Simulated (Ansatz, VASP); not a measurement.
Ta: VASP beside Ansatz

The input INCAR:

```
PREC = Accurate
ENCUT = 520
EDIFF = 1E-7
ISMEAR = -1
SIGMA = 0.05
LREAL = F
LASPH = T
NELM = 80
ALGO = Fast
ISIF = 2
LWAVE = F
LCHARG = F
GGA = PS
NBANDS = 12
```

Contents of KPOINTS:

```
Automatic mesh
0
Gamma
  7 7 6
```

File POSCAR:

```
Ta
1.0
   -1.7138403400      1.6638007000      1.6059510000
    1.6932035700     -1.6823021200      1.6038156500
    1.6862236500      1.6546854300     -1.6244524300
Ta
1
Direct
    0.0000000000      0.0000000000      0.0000000000
```

File input.yaml:

```yaml
crystal:
  lattice:
    - [-1.71384034, 1.6638007, 1.605951]
    - [1.69320357, -1.68230212, 1.60381565]
    - [1.68622365, 1.65468543, -1.62445243]
  atoms:
    - { symbol: Ta, position: [0.0, 0.0, 0.0] }
hamiltonian:
  xc: pbesol
  pseudopotentials: { kind: paw }
kpoints:
  mp_grid: { grid: [7, 7, 6] }
  band_path:
    path:
      - [[-0.5, 0.0, 0.5], [0.0, 0.0, 0.0], [0.5, -0.5, 0.0]]
      - [[0.0, -0.5, 0.5], [0.0, 0.0, 0.0], [0.0, 0.5, 0.0]]
      - [[-0.5, 0.5, 0.5], [0.0, 0.0, 0.0], [0.5, 0.0, 0.0]]
      - [[0.0, 0.0, 0.5], [0.0, 0.0, 0.0]]
    npoints: 14
scf:
  occupations: { method: fermi_dirac, width: 0.05 }
  n_extra_bands: 6
output:
  forces: true
  stress: true
  eigenvalues: true
  fatbands: false
```

Alike in both runs: functional PBEsol; k mesh 7 × 7 × 6; occupations fermi-dirac, width 0.05 eV; no spin polarisation.

```csv
,VASP,Ansatz
version,VASP 6.6.1,Ansatz 0.2.0
potentials or method,"VASP PAW PBE potentials, release 64 (Ta_pv)",Ansatz PAW
plane-wave cutoff (eV),520,420
valence electrons in the cell,11,13
task,single point,band structure
```

|  | VASP | Ansatz | Ansatz less VASP |
| --- | --- | --- | --- |
| gap on the k mesh at the Fermi level (eV) | none | none | - |
| pressure (GPa) | -3.2 | -3.3 | -0.15 |
| traceless stress, the component that is largest in VASP (GPa) | 3.77 | 3.77 | +0.003 |

VASP's potentials were made for PBE, not for PBEsol. A gap of «none» marks a metal or a gap that the smearing closes. With one functional, cell and mesh, what is left measures potentials, basis and numerics. VASP's potentials hold 11 valence electrons a cell and Ansatz's 13, so a difference there can come from the potentials and not from the codes.

The k mesh is coarse, so the values compare programs but aren't converged. Spin-orbit coupling is off throughout.
